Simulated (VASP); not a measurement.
A run of VASP 6.6.1:

File POSCAR:

```
Na2BrF
1.0
    1.9168407558      1.1066885264      6.2486125244
   -1.9168407558      1.1066885264      6.2486125244
    0.0000000000     -2.2133770528      6.2486125244
F Br Na
1 1 2
Direct
    1.0000000000      0.0000000000      0.0000000000
    0.5000000000      0.5000000000      0.5000000000
    0.2673367675      0.2673367675      0.2673367675
    0.7326632325      0.7326632325      0.7326632325
```

The input INCAR.step1:

```
SYSTEM = Na2BrF
  ALGO = Normal
  EDIFF = 1E-4
  ENCUT = 520
  GGA = PE
  ISMEAR = 0
  LASPH = .True.
  LCHARG = .False.
  LREAL = .False.
  LWAVE = .True.
  NBANDS = 22
  NELM = 60
  PREC = Accurate
  SIGMA = 0.01
```

Contents of INCAR.step2:

```
SYSTEM = Na2BrF
  ALGO = Normal
  EDIFF = 1E-7
  ENCUT = 520
  ISIF = 2
  ISMEAR = 0
  ISTART = 1
  LASPH = .True.
  LCHARG = .False.
  LMIXTAU = .True.
  LREAL = .False.
  LWAVE = .False.
  METAGGA = R2SCAN
  NBANDS = 22
  NELM = 60
  PREC = Accurate
  SIGMA = 0.01
```

The input KPOINTS:

```
k-points
0
Gamma
  6 6 6
  0 0 0
```

Potentials or basis: VASP PAW PBE potentials, release 64 (F, Br, Na_pv).

Launch:

```console
$ cat potpaw_PBE.64/F/POTCAR potpaw_PBE.64/Br/POTCAR potpaw_PBE.64/Na_pv/POTCAR > POTCAR
$ cp INCAR.step1 INCAR
$ mpirun -np 1 vasp_std > vasp.out
$ cp INCAR.step2 INCAR
$ mpirun -np 1 vasp_std > vasp.out
```

Hardware: 1 thread of Intel(R) Xeon(R) Platinum 8488C (Sapphire Rapids), on a shared host.

Task: How long does it take, and how much memory?

Result: Run time: 7.7 min on 1 thread of Intel(R) Xeon(R) Platinum 8488C (Sapphire Rapids), on a shared host, peak memory 0.41 GiB. Counts: k points 32.
